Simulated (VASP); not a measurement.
A run of VASP 6.6.1 is set up as follows.

POSCAR

```
MnO
1.0
    0.0000000000      2.2089816980      2.2089816980
    2.2089816980      0.0000000000      2.2089816980
    2.2089816980      2.2089816980      0.0000000000
Mn O
1 1
Direct
    0.0000000000      0.0000000000      0.0000000000
    0.5000000000      0.5000000000      0.5000000000
```

File INCAR.step1:

```
SYSTEM = MnO
PREC = Accurate
ENCUT = 520
EDIFF = 1E-5
ISMEAR = -1
SIGMA = 0.05
LREAL = .FALSE.
LASPH = .TRUE.
NELM = 150
ALGO = Normal
ISIF = 2
LWAVE = .TRUE.
LCHARG = .FALSE.
ISPIN = 2
MAGMOM = 4 0
LORBIT = 11
LMAXMIX = 4
NBANDS = 20
GGA = PE
```

INCAR.step2

```
SYSTEM = MnO
PREC = Accurate
ENCUT = 520
EDIFF = 1E-6
ISMEAR = -1
SIGMA = 0.05
LREAL = .FALSE.
LASPH = .TRUE.
NELM = 150
ALGO = Normal
ISIF = 2
LWAVE = .FALSE.
LCHARG = .FALSE.
ISPIN = 2
MAGMOM = 4 0
LORBIT = 11
LMAXMIX = 4
GGA = B5
LHFCALC = .TRUE.
AEXX = 0.2
AGGAX = 0.72
AGGAC = 0.81
ALDAC = 0.19
PRECFOCK = Normal
NBANDS = 20
ISTART = 1
```

File KPOINTS:

```
regular mesh
0
G
  5 5 5
  0 0 0
```

Potentials or basis: VASP PAW PBE potentials, release 64 (Mn_pv, O).

Run with:

```sh
$ cat potpaw_PBE.64/Mn_pv/POTCAR potpaw_PBE.64/O/POTCAR > POTCAR
$ cp INCAR.step1 INCAR
$ mpirun -np 1 vasp_std > vasp.out
$ cp INCAR.step2 INCAR
$ mpirun -np 1 vasp_std > vasp.out
```

Predict the net moment.

5.00 μB per cell.

What does it give for the pressure?

9.7 GPa.

Predict the band gap on the k mesh.

2.13 eV (least direct gap 4.26 eV).

Caveat: the k points lie up to 0.49 Å⁻¹ apart; the PAW data sets were made with another functional, which shifts forces and pressure a little; an odd mesh through Γ misses points on the zone boundary, where band edges can lie; a cell with one magnetic atom can't hold antiferromagnetic order, which such compounds often take.
